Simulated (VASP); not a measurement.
Here is a VASP 6.6.1 calculation.

File INCAR:

```
PREC     = Accurate       # precision mode
ENCUT    = 520            # plane-wave cutoff, eV
EDIFF    = 1E-8           # SCF threshold, eV
ISMEAR   = -1             # smearing method
SIGMA    = 0.08           # smearing width, eV
LREAL    = False          # projectors in reciprocal space
LASPH    = True           # aspherical terms in the spheres
NELM     = 100            # most SCF steps
ALGO     = Normal         # electronic algorithm
ISIF     = 2              # what is computed and relaxed
LWAVE    = False          # write WAVECAR
LCHARG   = False          # write CHGCAR
GGA      = PS             # functional
LEFG     = True         
NBANDS   = 18             # bands
```

The input KPOINTS:

```
regular mesh
0
Gamma
  16 16 16
```

File POSCAR:

```
Si2Mo
1.0
   -1.6105963353      1.6105963353      3.9565305599
    1.6105963353     -1.6105963353      3.9565305599
    1.6105963353      1.6105963353     -3.9565305599
Si Mo
2 1
Direct
    0.3330000000      0.3330000000      0.0000000000
    0.6670000000      0.6670000000      0.0000000000
    0.0000000000      0.0000000000      0.0000000000
```

Potentials or basis: VASP PAW PBE potentials, release 64 (Si, Mo_sv).

The run is started by

```bash
$ cat potpaw_PBE.64/Si/POTCAR potpaw_PBE.64/Mo_sv/POTCAR > POTCAR
$ mpirun -np 1 vasp_std > vasp.out
```

Q: What does it give for the band gap on the k mesh?

A: Zero (bands 11 and 12 overlap by 1.02 eV).

Q: Estimate the pressure.

A: -6.4 GPa.

Q: Estimate the largest force.

A: 0.351 eV/Å.

Forces in eV/Å, atoms in the order of the input:
```
Si   0.000  0.000  0.351
Si   0.000  0.000 -0.351
Mo   0.000  0.000  0.000
```

Caveat: the cell stands under tension; without QUAD_EFG the Cq values of the log hold for a quadrupole moment of 1 mb, not for the nuclei; the PAW data sets were made with another functional, which shifts forces and pressure a little.
